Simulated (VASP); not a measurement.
# Lu (P6_3/mmc) in VASP: single point with LDA

Aim: the single point of Lu with LDA.

All numbers are computed with VASP 6.6.1; they aren't measurements. Logs are shortened: lines on timing, memory, paths and dates and some standing lists are left out, and cuts for length are marked.

### 1 The cell of the first run

It takes space group P6_3/mmc (No. 194, hexagonal). The conventional cell has a = 3.378 Å, b = 3.378 Å, c = 5.278 Å, α = 90.00°, β = 90.00°, γ = 120.00°. Lu (site symmetry -6m2) has 12 Lu at 3.28 to 3.38 Å within 4.3 Å.

### 2 Single point, LDA

The input, INCAR:

```
SYSTEM = Lu
  ALGO = Fast
  EDIFF = 1E-6
  ENCUT = 520
  GGA = CA
  ISIF = 2
  ISMEAR = -1
  LASPH = .True.
  LCHARG = .True.
  LELF = .True.
  LREAL = .False.
  LVHAR = .True.
  LWAVE = .False.
  NBANDS = 32
  NELM = 100
  PREC = Accurate
  SIGMA = 0.15
```

The input, KPOINTS:

```
k-points
0
Gamma
  21 21 12
  0 0 0
```

The input, POSCAR:

```
Lu
1.0
    3.3783851994      0.0000000028      0.0000000000
   -1.6891926021      2.9257674051      0.0000000000
    0.0000000000      0.0000000000      5.2776665131
Lu
2
Direct
    0.3333333333      0.6666666667      0.2500000000
    0.6666666667      0.3333333333      0.7500000000
```

Potentials or basis: VASP PAW PBE potentials, release 64 (Lu).

Started as:

```console
$ cat potpaw_PBE.64/Lu/POTCAR > POTCAR
$ mpirun -np 1 vasp_std > vasp.out
```

OUTCAR:

```text
SYSTEM = Lu
   EDIFF = 1E-6
   ENCUT = 520
   GGA = CA
   ISIF = 2
   ISMEAR = -1
   LASPH = .True.
   LREAL = .False.
   NELM = 100
   PREC = Accurate

 ion  position               nearest neighbor table
   1  0.333  0.667  0.250-   2 3.28   2 3.28   2 3.28   2 3.28   2 3.28   2 3.28
   2  0.667  0.333  0.750-   1 3.28   1 3.28   1 3.28   1 3.28   1 3.28   1 3.28

  LATTYP: Found a hexagonal cell.
 ALAT       =     3.3783851994
 C/A-ratio  =     1.5621861338

  Lattice vectors:

 A1 = (   3.3783851994,   0.0000000028,   0.0000000000)
 A2 = (  -1.6891926021,   2.9257674051,   0.0000000000)
 A3 = (   0.0000000000,   0.0000000000,   5.2776665131)

Analysis of symmetry for initial positions (statically):
=====================================================================
 Subroutine PRICEL returns:
 Original cell was already a primitive cell.

 Routine SETGRP: Setting up the symmetry group for a
 hexagonal supercell.

 Subroutine GETGRP returns: Found 24 space group operations
 (whereof 12 operations were pure point group operations)
 out of a pool of 24 trial point group operations.

The static configuration has the point symmetry D_3d.
 The point group associated with its full space group is D_6h.

Analysis of symmetry for dynamics (positions and initial velocities):
=====================================================================
 Subroutine PRICEL returns:
 Original cell was already a primitive cell.

 Routine SETGRP: Setting up the symmetry group for a
 hexagonal supercell.

 Subroutine GETGRP returns: Found 24 space group operations
 (whereof 12 operations were pure point group operations)
 out of a pool of 24 trial point group operations.

The dynamic configuration has the point symmetry D_3d.
 The point group associated with its full space group is D_6h.

 Subroutine INISYM returns: Found 24 space group operations
 (whereof 12 operations are pure point group operations),
 and found     1 'primitive' translations

----------------------------------------------------------------------------------------

                                     Primitive cell

  volume of cell :      52.1664

  direct lattice vectors                    reciprocal lattice vectors
     3.378385199  0.000000003  0.000000000     0.295999402  0.170895335  0.000000000
    -1.689192602  2.925767405  0.000000000    -0.000000000  0.341790669  0.000000000
     0.000000000  0.000000000  5.277666513     0.000000000  0.000000000  0.189477679

  length of vectors
[... 81 lines left out ...]
   NELM   =    100;   NELMIN=  2; NELMDL= -5     # of ELM steps
   EDIFF  = 0.1E-05   stopping-criterion for ELM
   LREAL  =      F    real-space projection
   EDIFFG = 0.1E-04   stopping-criterion for IOM
   NSW    =      0    number of steps for IOM
   IBRION =     -1    ionic relax: 0-MD 1-quasi-New 2-CG
   NFREE  =      0    steps in history (QN), initial steepest desc. (CG)
   ISIF   =      2    stress and relaxation
   ISYM   =      2    0-nonsym 1-usesym 2-fastsym
   POTIM  = 0.5000    time-step for ionic-motion
   TEBEG  =    0.0;   TEEND  =   0.0 temperature during run
   PSTRESS=    0.0 pullay stress
   NELECT =      50.0000    total number of electrons
   NUPDOWN=      -1.0000    fix difference up-down
   EMIN   =  10.00;   EMAX   =-10.00  energy-range for DOS
   EFERMI =   0.00;   METHOD = LEGACY
   ISMEAR =    -1;   SIGMA  =   0.15  broadening in eV -4-tet -1-fermi 0-gaus
   EFERMI_NEDOS =   21; number of points for ismear=-14 and -15
   IALGO  =     68    algorithm
   IMIX   =      4    mixing-type and parameters
     AMIX     =   0.40;   BMIX     =  1.00
     AMIX_MAG =   1.60;   BMIX_MAG =  1.00
  volume/ion in A,a.u.               =      26.08       176.02
  Fermi-wavevector in a.u.,A,eV,Ry     =   1.614115  3.050235 35.448182  2.605368
  Thomas-Fermi vector in A             =   2.709076
   LORBIT       =      0    0 simple, 1 ext, 2 COOP (PROOUT), +10 PAW based schemes
   GGA     = CA    functional components
   LHFCALC =     F    Hartree Fock is set to
   AEXX    =    0.0000 exact exchange contribution
   IVDW    =     0    specifies the selected vdW correction
   LEPSILON=     F    determine dielectric tensor
   LRPA    =     F    only Hartree local field effects (RPA)
 non-spin polarized calculation
 RMM-DIIS sequential band-by-band and
  energy-cutoff  :      520.00
  volume of cell :       52.17
 maximum number of plane-waves:      1429
 NGX is ok and might be reduce to    28
   NGX = 13   NGY = 13   NGZ = 19

 number of electron      49.9999984 magnetization

 Free energy of the ion-electron system (eV)
  ---------------------------------------------------
  ext. energy  EPLUGINS =         0.00000000
  ---------------------------------------------------
  free energy    TOTEN  =       -10.49513422 eV

  energy without entropy =      -10.28910819  energy(sigma->0) =      -10.39212120

 E-fermi :   2.3503     XC(G=0): -11.5350

 val. band max:        2.3489107014   @ k =   0.3810   0.0476   0.1667
 cond. band min:       2.3507094949   @ k =   0.3810   0.0952   0.2500
 fundamental gap:      0.0017987934
 Fermi energy:         2.3503137845

 k-point     1 :       0.0000    0.0000    0.0000
  band No.  band energies     occupation
      1     -53.3234      2.00000
      2     -53.2616      2.00000
      3     -24.6216      2.00000
      4     -23.9816      2.00000
      5     -23.9816      2.00000
      6     -23.8591      2.00000
[... 829 lines left out ...]
     31       6.3100      0.00000
     32       7.0669      0.00000

 [... further k-points ...]

------------------------ aborting loop because EDIFF is reached ----------------------------------------

  FORCE on cell =-STRESS in cart. coord.  units (eV):
  Direction    XX          YY          ZZ          XY          YZ          ZX
  --------------------------------------------------------------------------------------
  -------------------------------------------------------------------------------------
  Total        0.0756790      0.0756790      0.0868979      0.0000000     -0.0000000     -0.0000000
  in kB        2.3243151      2.3243151      2.6688810      0.0000000     -0.0000000     -0.0000000
  external PRESSURE =       2.4391704 kB  Pullay stress =       0.0000000 kB

 VOLUME and BASIS-vectors are now :
 -----------------------------------------------------------------------------
  energy-cutoff  :      520.00
  volume of cell :       52.17
      direct lattice vectors                 reciprocal lattice vectors
     3.378385199  0.000000003  0.000000000     0.295999402  0.170895335  0.000000000
    -1.689192602  2.925767405  0.000000000    -0.000000000  0.341790669  0.000000000
     0.000000000  0.000000000  5.277666513     0.000000000  0.000000000  0.189477679

 POSITION                                       TOTAL-FORCE (eV/Angst)
 -----------------------------------------------------------------------------------
     -0.00000      1.95051      1.31942         0.000000     -0.000000      0.000000
      1.68919      0.97526      3.95825        -0.000000      0.000000      0.000000
 -----------------------------------------------------------------------------------
    total drift:                               -0.000000      0.000000     -0.000000

  FREE ENERGIE OF THE ION-ELECTRON SYSTEM (eV)
  ---------------------------------------------------
  free  energy   TOTEN  =       -10.4951342173 eV

  energy  without entropy=      -10.2891081855  energy(sigma->0) =      -10.39212120
```

It took 31 min on 1 thread of Intel Xeon 8259CL, shared host; peak memory 0.53 GiB.

What came out:

* Free energy: -10.4951 eV
* Pressure: 0.2 GPa
* Band gap on the k mesh: zero (bands 25 and 26 overlap by 1.84 eV)

Caveat: the PAW data sets were made with another functional, which shifts forces and pressure a little; spin-orbit coupling is left out, which moves the levels of the heavy elements.
